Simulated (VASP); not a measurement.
A run of VASP 6.6.1 is set up as follows.

File INCAR:

```
PREC = Accurate ; ENCUT = 520
EDIFF = 1E-7 ; ISMEAR = -1
SIGMA = 0.05 ; LREAL = False
LASPH = True ; NELM = 100
ALGO = Normal ; ISIF = 2
LWAVE = False ; LCHARG = False
GGA = PE ; NBANDS = 15
```

The input KPOINTS:

```
regular mesh
0
Gamma
  11 11 11
```

File POSCAR:

```
TiC
1.0
    0.0000000000      2.1663647245      2.1663647245
    2.1663647245      0.0000000000      2.1663647245
    2.1663647245      2.1663647245      0.0000000000
Ti C
1 1
Direct
    0.0000000000      0.0000000000      0.0000000000
    0.5000000000      0.5000000000      0.5000000000
```

Potentials or basis: VASP PAW PBE potentials, release 64 (Ti_sv, C).

Launch:

```sh
$ cat potpaw_PBE.64/Ti_sv/POTCAR potpaw_PBE.64/C/POTCAR > POTCAR
$ mpirun -np 1 vasp_std > vasp.out
```

Problem. Estimate the band gap on the k mesh.

Solution. Zero (band 8 reaches 10.09 eV, above the bottom of band 9 at 8.99 eV).

Problem. Predict the pressure.

Solution. 0.3 GPa.
